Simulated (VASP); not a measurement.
# HfO2 (Fm-3m) in VASP: G0W0 quasiparticle levels with PBE

Aim: the G0W0 quasiparticle levels of HfO2 with PBE.

Program: VASP 6.6.1. These are calculated values, not measurements. Logs are shortened: lines on timing, memory, paths and dates and some standing lists are left out, and cuts for length are marked.

## Step 1: The cell of the first run

It takes space group Fm-3m (No. 225, cubic). Conventional cell: a = 5.058 Å, b = 5.058 Å, c = 5.058 Å, α = 90.00°, β = 90.00°, γ = 90.00°. Hf (site symmetry m-3m) has 8 O at 2.19 Å within 2.9 Å. Within 2.9 Å of O (site symmetry -43m) lie 4 Hf at 2.19 Å and 6 O at 2.53 Å.

## Step 2: G0W0 quasiparticle levels, PBE

Input file POSCAR:

```
HfO2
1.0
    0.0000000000      2.5291823193      2.5291823193
    2.5291823193      0.0000000000      2.5291823193
    2.5291823193      2.5291823193      0.0000000000
Hf O
1 2
Direct
    0.0000000000      0.0000000000      0.0000000000
    0.2500000000      0.2500000000      0.2500000000
    0.7500000000      0.7500000000      0.7500000000
```

Input file INCAR.step1:

```
ALGO     = Normal         # electronic algorithm
EDIFF    = 1E-8           # SCF threshold, eV
ENCUT    = 500            # plane-wave cutoff, eV
GGA      = PE             # functional
ISMEAR   = 0              # smearing method
LASPH    = True           # aspherical terms in the spheres
LCHARG   = False          # write CHGCAR
LREAL    = False          # projectors in reciprocal space
LWAVE    = True           # write WAVECAR
NELM     = 60             # most SCF steps
PREC     = Accurate       # precision mode
SIGMA    = 0.01           # smearing width, eV
```

Input file INCAR.step2:

```
ALGO     = Exact          # electronic algorithm
EDIFF    = 1E-8           # SCF threshold, eV
ENCUT    = 500            # plane-wave cutoff, eV
GGA      = PE             # functional
ISMEAR   = 0              # smearing method
ISTART   = 1            
LASPH    = True           # aspherical terms in the spheres
LCHARG   = False          # write CHGCAR
LOPTICS  = True           # frequency-dependent dielectric function
LREAL    = False          # projectors in reciprocal space
LWAVE    = True           # write WAVECAR
NBANDS   = 133            # bands
NELM     = 1              # most SCF steps
PREC     = Accurate       # precision mode
SIGMA    = 0.01           # smearing width, eV
```

Input file INCAR.step3:

```
ALGO     = EVGW0          # electronic algorithm
EDIFF    = 1E-8           # SCF threshold, eV
ENCUT    = 500            # plane-wave cutoff, eV
ENCUTGW  = 140.0          # cutoff of the response function
GGA      = PE             # functional
ISMEAR   = 0              # smearing method
ISTART   = 1            
LASPH    = True           # aspherical terms in the spheres
LCHARG   = False          # write CHGCAR
LREAL    = False          # projectors in reciprocal space
LWAVE    = False          # write WAVECAR
NBANDS   = 133            # bands
NBANDSGW = 20           
NELMGW   = 1            
NOMEGA   = 96             # frequency points
OMEGAMAX = 30           
PREC     = Accurate       # precision mode
PRECFOCK = Fast         
SIGMA    = 0.01           # smearing width, eV
```

Input file KPOINTS:

```
k-points
0
Gamma
  4 4 4
```

Potentials or basis: VASP PAW PBE potentials, release 64 (Hf_sv_GW, O_GW).

Started as:

```bash
$ cat potpaw_PBE.64/Hf_sv_GW/POTCAR potpaw_PBE.64/O_GW/POTCAR > POTCAR
$ cp INCAR.step1 INCAR
$ mpirun -np 1 vasp_std > vasp.out
$ cp INCAR.step2 INCAR
$ mpirun -np 1 vasp_std > vasp.out
$ cp INCAR.step3 INCAR
$ mpirun -np 1 vasp_std > vasp.out
```

OUTCAR:

```text
EDIFF = 1E-8
   ENCUT = 500
   ENCUTGW = 140.0
   GGA = PE
   ISMEAR = 0
   ISTART = 1
   LASPH = True
   LREAL = False
   NELMGW = 1
   PREC = Accurate
   PRECFOCK = Fast

 ion  position               nearest neighbor table
   1  0.000  0.000  0.000-   3 2.19   3 2.19   3 2.19   2 2.19   2 2.19   2 2.19   3 2.19   2 2.19

   2  0.250  0.250  0.250-   1 2.19   1 2.19   1 2.19   1 2.19
   3  0.750  0.750  0.750-   1 2.19   1 2.19   1 2.19   1 2.19

  LATTYP: Found a face centered cubic cell.
 ALAT       =     5.0583646386

  Lattice vectors:

 A1 = (   0.0000000000,   2.5291823193,   2.5291823193)
 A2 = (   2.5291823193,   0.0000000000,   2.5291823193)
 A3 = (   2.5291823193,   2.5291823193,   0.0000000000)

Analysis of symmetry for initial positions (statically):
=====================================================================
 Subroutine PRICEL returns:
 Original cell was already a primitive cell.

 Routine SETGRP: Setting up the symmetry group for a
 face centered cubic supercell.

 Subroutine GETGRP returns: Found 48 space group operations
 (whereof 48 operations were pure point group operations)
 out of a pool of 48 trial point group operations.

The static configuration has the point symmetry O_h .

Analysis of symmetry for dynamics (positions and initial velocities):
=====================================================================
 Subroutine PRICEL returns:
 Original cell was already a primitive cell.

 Routine SETGRP: Setting up the symmetry group for a
 face centered cubic supercell.

 Subroutine GETGRP returns: Found 48 space group operations
 (whereof 48 operations were pure point group operations)
 out of a pool of 48 trial point group operations.

The dynamic configuration has the point symmetry O_h .

 Subroutine INISYM returns: Found 48 space group operations
 (whereof 48 operations are pure point group operations),
 and found     1 'primitive' translations

----------------------------------------------------------------------------------------

                                     Primitive cell

  volume of cell :      32.3572

  direct lattice vectors                    reciprocal lattice vectors
     0.000000000  2.529182319  2.529182319    -0.197692351  0.197692351  0.197692351
     2.529182319  0.000000000  2.529182319     0.197692351 -0.197692351  0.197692351
     2.529182319  2.529182319  0.000000000     0.197692351  0.197692351 -0.197692351
[... 44 lines left out ...]
  0.250000  0.000000  0.000000      8.000000
  0.500000  0.000000  0.000000      4.000000
  0.250000  0.250000  0.000000      6.000000
  0.500000  0.250000  0.000000     24.000000
 -0.250000  0.250000  0.000000     12.000000
  0.500000  0.500000  0.000000      3.000000
 -0.250000  0.500000  0.250000      6.000000
   k-points           NKPTS =      8   k-points in BZ     NKDIM =     64   number of bands    NBANDS=    133
   number of dos      NEDOS =    301   number of ions     NIONS =      3
   total plane-waves  NPLWV =  21952
   dimension x,y,z NGX =    28 NGY =   28 NGZ =   28
   dimension x,y,z NGXF=    56 NGYF=   56 NGZF=   56
   ions per type =               1   2
   NGX,Y,Z   is equivalent  to a cutoff of  13.01, 13.01, 13.01 a.u.
   NGXF,Y,Z  is equivalent  to a cutoff of  26.03, 26.03, 26.03 a.u.
 SYSTEM =  unknown system
   PREC   = accura    normal or accurate (medium, high low for compatibility)
   ISTART =      1    job   : 0-new  1-cont  2-samecut
   ICHARG =      0    charge: 1-file 2-atom 10-const
   ISPIN  =      1    spin polarized calculation?
   LNONCOLLINEAR =      F non collinear calculations
   LSORBIT =      F    spin-orbit coupling
   LASPH  =      T    aspherical Exc in radial PAW
   ENCUT  =  500.0 eV  36.75 Ry    6.06 a.u.   6.52  6.52  6.52*2*pi/ulx,y,z
   NELM   =     60;   NELMIN=  2; NELMDL=  0     # of ELM steps
   EDIFF  = 0.1E-07   stopping-criterion for ELM
   LREAL  =      F    real-space projection
   EDIFFG = 0.1E-06   stopping-criterion for IOM
   NSW    =      0    number of steps for IOM
   IBRION =     -1    ionic relax: 0-MD 1-quasi-New 2-CG
   NFREE  =      0    steps in history (QN), initial steepest desc. (CG)
   ISIF   =      0    stress and relaxation
   ISYM   =      3    0-nonsym 1-usesym 2-fastsym
   POTIM  = 0.5000    time-step for ionic-motion
   TEBEG  =    0.0;   TEEND  =   0.0 temperature during run
   PSTRESS=    0.0 pullay stress
   NELECT =      24.0000    total number of electrons
   NUPDOWN=      -1.0000    fix difference up-down
   EMIN   =  10.00;   EMAX   =-10.00  energy-range for DOS
   EFERMI =   0.00;   METHOD = LEGACY
   ISMEAR =     0;   SIGMA  =   0.01  broadening in eV -4-tet -1-fermi 0-gaus
   EFERMI_NEDOS =   21; number of points for ismear=-14 and -15
   IALGO  =     38    algorithm
   IMIX   =      4    mixing-type and parameters
     AMIX     =   0.40;   BMIX     =  1.00
     AMIX_MAG =   1.60;   BMIX_MAG =  1.00
  volume/ion in A,a.u.               =      10.79        72.79
  Fermi-wavevector in a.u.,A,eV,Ry     =   1.481910  2.800403 29.879166  2.196057
  Thomas-Fermi vector in A             =   2.595761
   LORBIT       =      0    0 simple, 1 ext, 2 COOP (PROOUT), +10 PAW based schemes
   GGA     = PE    functional components
   LHFCALC =     T    Hartree Fock is set to
   PRECFOCK=fast      Normal, Fast or Accurate (Low or Medium for compatibility)
   ENCUT4O =  -1.0   cutoff for four orbital integrals eV
   NKREDX  =     1    reduce k-point grid by
   NKREDY  =     1    reduce k-point grid by
   NKREDZ  =     1    reduce k-point grid by
   AEXX    =    1.0000 exact exchange contribution
   HFSCREEN=    0.0000 screening length (either q_TF or 0.3 A-1)
   HFSCREENC=   0.0000 screening length for correlation (either q_TF or 0.3 A-1)
   ENCUTFOCK=  -1.0 apply spherical cutoff to Coloumb kernel
   IVDW    =     0    specifies the selected vdW correction
   LEPSILON=     F    determine dielectric tensor
   LRPA    =     F    only Hartree local field effects (RPA)
   LRPAFORCE           =     F    calculate RPA forces
   ENCUTGW             = 140.0    cutoff for response function in eV
   ENCUTGWSOFT         = 112.0    soft cutoff for Coulomb kernel in GW response function in eV
   ENCUTLF             =  -1.0    cutoff for local field effects
   NELMGW              =     1    number of iterations in solving QP/BSE equation
   NELMHF              =     1    number of iterations in the inner HF iteration
   NKREDLFX            =     1    NKREDLFY  =   1   NKREDLFZ  =   1
 non-spin polarized calculation
 Gauss-broadening in eV      SIGMA  =   0.01
  energy-cutoff  :      500.00
  volume of cell :       32.36
 maximum number of plane-waves:       869
 NGX is ok and might be reduce to    28
  NGX = 16; NGY = 16; NGZ = 16
   NGX = 13   NGY = 13   NGZ = 13
 maximum number of plane-waves:       126
 NGX is ok and might be reduce to    14

 QP shifts <psi_nk| G(iteration)W_0 |psi_nk>: iteration 1
 for sc-GW calculations column KS-energies equals QP-energies in previous step
 and V_xc(KS)=  KS-energies - (<T + V_ion + V_H > + <T+V_H+V_ion>^1  + <V_x>^1)

 k-point   1 :       0.0000    0.0000    0.0000
  band No.  KS-energies  QP-energies   sigma(KS)   V_xc(KS)     V^pw_x(r,r')   Z            occupation Imag(sigma)

      1     -54.0972     -54.9167     -22.0672     -20.6396     -35.0659       0.5741       2.0000       1.1056
      2     -22.5633     -24.6036     -22.0241     -19.3339     -28.0515       0.7585       2.0000       0.3497
      3     -22.5633     -24.6036     -22.0241     -19.3339     -28.0515       0.7585       2.0000       0.3497
      4     -22.5633     -24.6036     -22.0241     -19.3339     -28.0515       0.7585       2.0000       0.3497
      5     -11.7552     -13.3165     -20.8595     -18.5346     -30.3609       0.6716       2.0000       0.9354
      6      -8.6489     -10.4333     -23.1102     -20.7255     -32.0627       0.7482       2.0000       0.9471
[... 167 lines left out ...]
      6      -9.7727     -11.4966     -22.4144     -19.9984     -31.2763       0.7135       2.0000       0.8982
[... 12 lines left out ...]
     19      21.2871      21.6920     -13.7455     -14.2431      -7.8595       0.8139       0.0000      -0.4053
     20      23.1026      23.9756     -12.2195     -13.3301      -6.2420       0.7861       0.0000      -0.4045
```

OUTCAR.step1:

```text
EDIFF = 1E-8
   ENCUT = 500
   GGA = PE
   ISMEAR = 0
[... 360 lines left out ...]
      0.00000      0.00000      0.00000         0.000000      0.000000     -0.000000
      1.26459      1.26459      1.26459         0.000000      0.000000      0.000000
      3.79377      3.79377      3.79377        -0.000000     -0.000000     -0.000000
 -----------------------------------------------------------------------------------
    total drift:                                0.000000      0.000000      0.000000

  FREE ENERGIE OF THE ION-ELECTRON SYSTEM (eV)
  ---------------------------------------------------
  free  energy   TOTEN  =       -32.9759765366 eV

  energy  without entropy=      -32.9759765366  energy(sigma->0) =      -32.97597654
```

Run time: 2.3 min. Hardware: 1 thread of Intel Xeon Platinum 8488C (Sapphire Rapids), shared host; peak memory 0.33 GiB.

Results:

| Property | Result |
| --- | --- |
| Quasiparticle gap | 5.06 eV |
| Least direct quasiparticle gap | 5.06 eV |
| Band gap of the starting levels on the mesh | 3.81 eV |
| Least direct gap of the starting levels on the mesh | 3.81 eV |

Caveat: the k points lie up to 0.54 Å⁻¹ apart; bands, screening cutoff and mesh are small and nothing is extrapolated, so the quasiparticle values aren't converged; spin-orbit coupling is left out, which moves the levels of the heavy elements.
